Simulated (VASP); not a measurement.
Runs of VASP 6.6.1 on Ni. The structure is that of space group Im-3m (No. 229), or close to it. The cells are those of the table. 

```csv
task,spin,cell,k mesh for the DOS,occupations for the DOS,gap on the mesh (eV),pressure (GPa),moment (μB)
single point,"collinear, ferromagnetic start","a = 2.426 Å, angles 109.5°, 1 atom",-,-,none,(a),0.58
density of states,"collinear, ferromagnetic start","a = 2.426 Å, angles 109.5°, 1 atom",30 × 30 × 30,tetrahedron,-,-,0.58
single point,"collinear, ferromagnetic start","a = 2.420 Å, angles 109.5°, 1 atom",-,-,none,1.5,0.58
single point,off,"a = 2.426 Å, angles 109.5°, 1 atom",-,-,none,-2.0,-
single point,"collinear, ferromagnetic start","a = 2.428 Å, angles 109.5°, 1 atom",-,-,none,-0.6,0.58
```

Alike in all rows: level PBE; potentials or basis VASP PAW PBE potentials, release 64 (Ni); k mesh 20 × 20 × 20; cutoff (eV) 520; smearing gaussian 0.05 eV.

Task: Estimate the missing entries.

Result: (a) -0.2.

Caveats: tetrahedron occupations give inexact forces and stress in metals (some runs).

A gap of «none» marks levels without a gap at the run's occupations.
